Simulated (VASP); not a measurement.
Runs of VASP 6.6.1 on Os. The structure is that of space group Im-3m (No. 229), or close to it. The cells are those of the table. This isn't the form of Os at room conditions, which is hcp.

| task | spin | cell | k mesh | cutoff (eV) | gap on the mesh (eV) | pressure (GPa) |
| --- | --- | --- | --- | --- | --- | --- |
| single point | off | a = 2.674 Å, angles 109.5°, 1 atom | 16 × 16 × 16 | 520 | none | -13.4 |
| single point | off | a = 2.639 Å, angles 109.5°, 1 atom | 14 × 14 × 14 | 520 | none | 1.1 |
| single point | non-collinear, zero start, SOC | a = 2.639 Å, angles 109.5°, 1 atom | 14 × 14 × 14 | 520 | - | (a) |
| relaxation of cell and atoms | off | relaxed from a = 2.629 Å, angles 109.5°, 1 atom | 14 × 14 × 14 | 600 | none | 0.0 |
| single point | off | a = 2.639 Å, angles 109.5°, 1 atom | 16 × 16 × 16 | 520 | none | 1.1 |

Alike in all rows: level LDA; potentials or basis VASP PAW LDA potentials, release 64 (Os); smearing fermi-dirac 0.1 eV.

Fill in the values left out.

(a) 1.8.

Caveats: spin-orbit coupling is left out, which moves the levels of the heavy elements (at least some runs); the cell stands under tension (at least some runs).

A k mesh can miss the band edges, and rows without SOC leave out spin-orbit coupling on Os.

A gap of «none» marks levels without a gap at the run's occupations.
